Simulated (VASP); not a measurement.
Wanted: the native input for a VASP 6.6.1 run.

```yaml
Task: single point
Functional: LDA
Potentials_or_basis: VASP PAW LDA potentials, release 64 (Ni)
Cutoff: 600 eV
k_mesh: 15 × 15 × 15
Occupations: fermi-dirac, width 0.1 eV
Spin: no spin polarisation
Dipole_correction: no
Further_INCAR_settings: ALGO = Normal; EDIFF = 1e-06; NBANDS = 11
```

The structure of Ni lies in POSCAR:

```
Ni
1.0
    0.0000000000      1.7725500000      1.7725500000
    1.7725500000      0.0000000000      1.7725500000
    1.7725500000      1.7725500000      0.0000000000
Ni
1
Direct
    0.0000000000      0.0000000000      0.0000000000
```

The input as run:

INCAR

```
PREC = Accurate ; ENCUT = 600
EDIFF = 1E-6 ; ISMEAR = -1
SIGMA = 0.1 ; LREAL = False
LASPH = True ; NELM = 120
ALGO = Normal ; ISIF = 2
LWAVE = False ; LCHARG = True
GGA = CA ; LELF = True
LVHAR = True ; NBANDS = 11
GGA_COMPAT = False
```

KPOINTS

```
regular mesh
0
Gamma
  15 15 15
```

Potentials or basis: VASP PAW LDA potentials, release 64 (Ni).

The run is started by

```bash
$ cat potpaw_LDA.64/Ni/POTCAR > POTCAR
$ mpirun -np 1 vasp_std > vasp.out
```

It gave:

```yaml
Pressure: -21.0 GPa
Band_gap_on_the_k_mesh: zero (band 5 reaches 8.68 eV, above the bottom of band 6 at 7.78 eV)
```

Caveat: the run has no spin polarisation, though such a crystal can be magnetic.

It took 14 s on 1 thread of Intel(R) Xeon(R) Platinum 8488C (Sapphire Rapids), with other jobs on the host, peak memory 0.13 GiB.
